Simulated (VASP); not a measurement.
Runs of VASP 6.6.1 on TePb. Symmetry: Fm-3m, No. 225, cubic system. Conventional cell: a = 6.536 Å, b = 6.536 Å, c = 6.536 Å, α = 90.00°, β = 90.00°, γ = 90.00°. Within 4.3 Å of Pb (site symmetry m-3m) lie 6 Te at 3.27 Å. Te (site symmetry m-3m) has 6 Pb at 3.27 Å within 4.3 Å. 

```csv
level,potentials or basis,k mesh,cutoff (eV),smearing,gap on the mesh (eV),pressure (GPa)
PBE+D4,"VASP PAW PBE potentials, release 64 (Pb_d, Te)",6 × 6 × 6,520,gaussian 0.01 eV,0.80,-0.9
PBE,"VASP PAW PBE potentials, release 64 (Pb_d, Te)",6 × 6 × 6,520,gaussian 0.01 eV,0.80,0.6
PBE,"VASP PAW PBE potentials, release 64 (Pb_d, Te)",2 × 2 × 2,520,gaussian 0.01 eV,0.65,7.2
LDA,"VASP PAW LDA potentials, release 64 (Pb_d, Te)",2 × 2 × 2,500,gaussian 0.01 eV,(a),(b)
PBE,"VASP PAW PBE potentials, release 64 (Pb_d, Te)",6 × 6 × 6,520,methfessel-paxton 0.2 eV,0.80,0.5
PBE,"VASP PAW PBE potentials, release 64 (Pb_d, Te)",6 × 6 × 6,520,gaussian 0.5 eV,0.81,0.5
PBE,"VASP PAW PBE potentials, release 64 (Pb_d, Te)",2 × 2 × 2,500,gaussian 0.01 eV,0.65,7.2
```

Alike in all rows: task single point; no spin polarisation; cell as given.

Question: Fill in the values left out.

Answer: (a) 0.50; (b) 3.7.

Caveats: some runs use coarse meshes; spin-orbit coupling is left out, which moves the levels of the heavy elements.

A k mesh can miss the band edges, and the runs leave out spin-orbit coupling on Pb, Te.
